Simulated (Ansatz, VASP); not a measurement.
## One calculation of InGa5P6, two programs

```
CELL_PARAMETERS angstrom
3.95328 0.00000 0.00000
0.00000 3.95328 0.00000
0.00000 0.00000 16.66644
ATOMIC_POSITIONS crystal
In 0.50000 0.50000 0.50000
Ga 0.00000 0.00000 0.67542
Ga 0.00000 0.00000 0.32458
Ga 0.50000 0.50000 0.16217
Ga 0.00000 0.00000 0.00000
Ga 0.50000 0.50000 0.83783
P 0.50000 0.00000 0.40480
P 0.00000 0.50000 0.24336
P 0.50000 0.00000 0.08105
P 0.00000 0.50000 0.91895
P 0.50000 0.00000 0.75664
P 0.00000 0.50000 0.59520
```

Alike in both runs: functional PBE; k mesh 4 × 4 × 1; occupations gaussian, width 0.1 eV; no spin polarisation.

Ansatz relaxed the structure, and its values are those at the end. VASP's run is a single point on that final structure, the one shown.

```csv
,VASP,Ansatz
version,VASP 6.6.1,Ansatz 0.2.0
potentials or method,"VASP PAW PBE potentials, release 64 (In_d, Ga_d, P), cutoff 520 eV","scalar-relativistic, plane waves, PAW"
valence electrons in the cell,108,108
```

|  | VASP | Ansatz | Ansatz less VASP |
| --- | --- | --- | --- |
| gap on the k mesh at the Fermi level (eV) | 1.26 | 1.26 | +0.003 |
| least direct gap on the mesh (eV) | 1.26 | 1.26 | +0.003 |
| pressure (GPa) | 0.2 | 0.2 | -0.02 |
| rms of the force components (eV/Å) | 0.006 | 0.007 | +0.0005 |
